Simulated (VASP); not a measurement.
Runs of VASP 6.6.1 on TiSi2. The structure is that of space group P6/mmm (No. 191), or close to it. The cells are those of the table. 

```csv
task,level,potentials or basis,U,cell,k mesh,cutoff (eV),gap on the mesh (eV),pressure (GPa)
single point,LDA,"VASP PAW LDA potentials, release 64 (Ti_sv, Si)",-,"a = 4.307, b = 4.307, c = 2.508 Å, angles 90.0, 90.0, 120.0°, 3 atoms",7 × 7 × 10,520,none,0.2
single point,BLYP,"VASP PAW PBE potentials, release 64 (Ti_sv, Si)",-,"a = 4.497, b = 4.497, c = 2.567 Å, angles 90.0, 90.0, 120.0°, 3 atoms",7 × 7 × 10,520,none,(b)
relaxation of cell and atoms,LDA,"VASP PAW LDA potentials, release 64 (Ti_sv, Si)",-,"relaxed from a = 4.375, b = 4.375, c = 2.561 Å, angles 90.0, 90.0, 120.0°, 3 atoms",7 × 7 × 10,600,none,0.0
single point,PBE,"VASP PAW PBE potentials, release 64 (Ti_sv, Si)",-,"a = 4.375, b = 4.375, c = 2.561 Å, angles 90.0, 90.0, 120.0°, 3 atoms",3 × 3 × 4,520,none,-1.5
single point,PBE+U,"VASP PAW PBE potentials, release 64 (Ti_sv, Si)",Ti d U = 6.0 eV,"a = 4.375, b = 4.375, c = 2.561 Å, angles 90.0, 90.0, 120.0°, 3 atoms",7 × 7 × 10,520,none,(a)
single point,r2SCAN,"VASP PAW PBE potentials, release 64 (Ti_sv, Si)",-,"a = 4.375, b = 4.375, c = 2.561 Å, angles 90.0, 90.0, 120.0°, 3 atoms",4 × 4 × 6,520,none,-0.9
```

Alike in all rows: no spin polarisation; smearing fermi-dirac 0.05 eV.

Problem. Estimate the missing entries.

Solution. (a) 7.3; (b) 0.3.

Caveats: some runs use coarse meshes; the PAW data sets were made with another functional, which shifts forces and pressure a little (at least some runs); the cell stands under pressure (at least some runs); U without spin polarisation on a metal has little footing (at least some runs); the U is typed as a test and isn't derived for this compound (at least some runs).

A gap of «none» marks levels without a gap at the run's occupations.
